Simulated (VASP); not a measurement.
Wanted: the native input for a VASP 6.6.1 run.

```yaml
Task: single point
Functional: PBE-based screened hybrid
Potentials_or_basis: VASP PAW PBE potentials, release 64 (Si, C)
Cutoff: 520 eV
k_mesh: 6 × 6 × 2
Occupations: fermi-dirac, width 0.05 eV
Spin: no spin polarisation
Dipole_correction: no
Grid_for_exact_exchange_PRECFOCK: Normal
Share_of_exact_exchange: 0.15
Further_INCAR_settings: ALGO = Normal; EDIFF = 1e-07; NBANDS = 13
Screening_parameter: 0.2 1/Å
```

Crystal: SiC2.

```
CELL_PARAMETERS angstrom
2.46491 0.00000 0.00000
-1.23245 2.13467 0.00000
0.00000 0.00000 7.12745
ATOMIC_POSITIONS crystal
Si 0.00000 0.00000 0.00000
C 0.33333 0.66667 0.50000
C 0.66667 0.33333 0.50000
```

The input as run:

POSCAR

```
SiC2
1.0
    2.4649100000      0.0000000000      0.0000000000
   -1.2324500000      2.1346700000      0.0000000000
    0.0000000000      0.0000000000      7.1274500000
Si C
1 2
Direct
    0.0000000000      0.0000000000      0.0000000000
    0.3333300000      0.6666700000      0.5000000000
    0.6666700000      0.3333300000      0.5000000000
```

INCAR.step1

```
PREC = Accurate
ENCUT = 520
EDIFF = 1E-5
ISMEAR = -1
SIGMA = 0.05
LREAL = F
LASPH = T
NELM = 80
ALGO = Normal
ISIF = 2
LWAVE = T
LCHARG = F
GGA = PE
NBANDS = 13
```

INCAR.step2

```
PREC = Accurate
ENCUT = 520
EDIFF = 1E-7
ISMEAR = -1
SIGMA = 0.05
LREAL = F
LASPH = T
NELM = 80
ALGO = Normal
ISIF = 2
LWAVE = F
LCHARG = F
GGA = PE
LHFCALC = T
AEXX = 0.15
HFSCREEN = 0.2
PRECFOCK = Normal
ISTART = 1
NBANDS = 13
```

KPOINTS

```
regular mesh
0
Gamma
  6 6 2
```

Potentials or basis: VASP PAW PBE potentials, release 64 (Si, C).

The run is started by

```sh
$ cat potpaw_PBE.64/Si/POTCAR potpaw_PBE.64/C/POTCAR > POTCAR
$ cp INCAR.step1 INCAR
$ mpirun -np 1 vasp_std > vasp.out
$ cp INCAR.step2 INCAR
$ mpirun -np 1 vasp_std > vasp.out
```

It gave:

```yaml
Pressure: 0.7 GPa
Band_gap_on_the_k_mesh: zero (band 6 reaches 5.24 eV, above the bottom of band 7 at 5.17 eV)
```

Caveat: the k points lie up to 0.49 Å⁻¹ apart; the PAW data sets were made with another functional, which shifts forces and pressure a little.

Run time: 18 min on 1 thread of Oxide Virtual Turin-like Processor (shared host), peak memory 0.22 GiB.
